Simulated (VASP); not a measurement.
ZnO: single point with LDA

The system is ZnO.

```xyz
4
Lattice="3.1871 0.0000 0.0000 -1.5936 2.7601 0.0000 0.0000 0.0000 5.1524" Properties=species:S:1:pos:R:3 pbc="T T T"
Zn    0.0000    1.8401    2.5777
Zn    1.5936    0.9200    0.0015
O     1.5936    0.9200    1.9514
O     0.0000    1.8401    4.5276
```

* Program: VASP 6.6.1
* Task: single point
* Functional: LDA
* Potentials or basis: VASP PAW LDA potentials, release 64 (Zn, O)
* Cutoff: 520 eV
* k mesh: 12 × 12 × 6
* Occupations: fermi-dirac, width 0.08 eV
* Spin: no spin polarisation
* Dipole correction: no
* Further INCAR settings: ALGO = Normal; EDIFF = 1e-06; NBANDS = 26

```json
{"Pressure": "1.1 GPa", "Band gap on the k mesh": "0.81 eV, direct"}
```

Forces in eV/Å, atoms in the order of the input:
```
Zn   0.000  0.000  0.002
Zn   0.000  0.000  0.002
O    0.000  0.000 -0.002
O    0.000  0.000 -0.002
```

Levels at points of the mesh, in eV from the valence-band top:
| k point | band 15 | band 16 | band 17 | band 18 | band 19 | band 20 | band 21 | band 22 |
| --- | --- | --- | --- | --- | --- | --- | --- | --- |
| (0.00, 0.00, 0.00) | -0.86 | -0.10 | 0.00 | 0.00 | 0.81 | 5.29 | 8.20 | 12.96 |
| (0.50, 0.00, 0.00) | -3.03 | -2.45 | -1.41 | -0.91 | 5.89 | 6.77 | 7.45 | 8.72 |
| (0.00, 0.00, 0.50) | -0.43 | -0.43 | -0.43 | -0.43 | 3.49 | 3.49 | 10.06 | 10.06 |
| (0.50, 0.00, 0.50) | -1.63 | -1.63 | -1.50 | -1.50 | 5.64 | 5.64 | 8.58 | 8.58 |

Wall time 56 s on 1 thread of Intel(R) Xeon(R) Platinum 8259CL CPU @ 2.50GHz (Skylake/Cascade Lake), with other jobs on the host, peak memory 0.19 GiB.

As with any semilocal functional, this LDA gap is likely too small.
